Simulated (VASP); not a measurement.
The system is MnCl.

```
Mn Cl
1.0
     3.41902    0.00000    0.00000
     0.00000    3.41902    0.00000
     0.00000    0.00000    3.41902
Mn Cl
1 1
Direct
  0.00000 0.00000 0.00000
  0.50000 0.50000 0.50000
```

| Item | Value |
| --- | --- |
| Program | VASP 6.6.1 |
| Task | relaxation of cell and atoms |
| Functional | PBE |
| Potentials or basis | VASP PAW PBE potentials, release 64 (Mn_pv, Cl) |
| Cutoff | 600 eV |
| k mesh | 6 × 6 × 6 |
| Occupations | gaussian, width 0.1 eV |
| Spin | collinear spin, ferromagnetic start |
| Starting moments | [4.37, 0.0] μB |

At the start: pressure -6.6 GPa; volume 19.98 Å³/atom.

Problem. Where does the relaxation end?

Solution. Over 4 steps the energy falls by 92.8 meV/atom and the volume is 16.55 Å³/atom (-17.2 %); space group Pm-3m (No. 221, to 0.1 Å) before and after; moment 4.06 μB per cell.

The path:
| step | energy change (eV) | largest force (eV/Å) | pressure (GPa) | volume (Å³) |
| --- | --- | --- | --- | --- |
| 1 | 0.0000 | 0.0000 | -6.64 | 39.97 |
| 2 | -0.1535 | 0.0000 | -3.97 | 35.36 |
| 3 | -0.1688 | 0.0000 | 3.47 | 31.40 |
| 4 | -0.1855 | 0.0000 | -0.27 | 33.09 |

Final structure:
```
Mn Cl
1.0
     3.21051    0.00000    0.00000
     0.00000    3.21051    0.00000
     0.00000    0.00000    3.21051
Mn Cl
1 1
Direct
  0.00000 0.00000 0.00000
  0.50000 0.50000 0.50000
```

Caveat: the volume moved by over 15 % at a fixed basis, so the end points are rough; a cell with one magnetic atom can't hold antiferromagnetic order, which such compounds often take.
